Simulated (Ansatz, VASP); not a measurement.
## Ta3Cu: VASP beside Ansatz

The input INCAR:

```
SYSTEM = Ta3Cu
PREC = Accurate
ENCUT = 520
EDIFF = 1E-7
ISMEAR = -1
SIGMA = 0.05
LREAL = .False.
LASPH = .True.
NELM = 80
ALGO = Normal
ISIF = 2
LWAVE = .False.
LCHARG = .False.
NBANDS = 30
```

Contents of KPOINTS:

```
regular mesh
0
Gamma
  5 5 5
  0 0 0
```

The input POSCAR:

```
Ta3Cu
1.0
   -2.0065070000      2.0065070000      4.2081700000
    2.0065070000     -2.0065070000      4.2081700000
    2.0065070000      2.0065070000     -4.2081700000
Ta Cu
3 1
Direct
    0.5000000000      0.5000000000      0.0000000000
    0.2500000000      0.7500000000      0.5000000000
    0.7500000000      0.2500000000      0.5000000000
    0.0000000000      0.0000000000      0.0000000000
```

The input input.yaml:

```yaml
crystal:
  lattice:
    - [-2.006507, 2.006507, 4.20817]
    - [2.006507, -2.006507, 4.20817]
    - [2.006507, 2.006507, -4.20817]
  atoms:
    - { symbol: Ta, position: [0.5, 0.5, 0.0] }
    - { symbol: Ta, position: [0.25, 0.75, 0.5] }
    - { symbol: Ta, position: [0.75, 0.25, 0.5] }
    - { symbol: Cu, position: [0.0, 0.0, 0.0] }
hamiltonian:
  xc: lda
  pseudopotentials: { kind: paw }
kpoints:
  mp_grid: { grid: [5, 5, 5] }
scf:
  occupations: { method: fermi_dirac, width: 0.05 }
  n_extra_bands: 10
output:
  forces: true
  stress: true
  eigenvalues: true
  dos: { projected: true, de: 0.05, nscf_kmesh: { grid: [8, 8, 8] } }
```

Alike in both runs: functional LDA; k mesh 5 × 5 × 5; occupations fermi-dirac, width 0.05 eV; no spin polarisation.

```csv
,VASP,Ansatz
version,VASP 6.6.1,Ansatz 0.2.0
potentials or method,"VASP PAW LDA potentials, release 64 (Ta_pv, Cu)",Ansatz PAW
plane-wave cutoff (eV),520,420
valence electrons in the cell,44,58
task,single point,projected density of states
```

Ansatz gave:

```
gap on the k mesh at the Fermi level (eV)                     : none
pressure (GPa)                                                : -11.5
traceless stress, the component that is largest in VASP (GPa) : -0.86
```

Problem. Which values does VASP return?

Solution. gap on the k mesh at the Fermi level (eV): none; pressure (GPa): -10.8; traceless stress, the component that is largest in VASP (GPa): -1.00.

LDA's correlation is that of Perdew and Zunger in VASP and of Perdew and Wang (1992) in Ansatz. A gap of «none» marks a metal or a gap that the smearing closes. VASP's potentials hold 44 valence electrons a cell and Ansatz's 58, so a difference there can come from the potentials and not from the codes.

The k mesh is coarse, so the values compare programs but aren't converged. Spin-orbit coupling is off throughout.
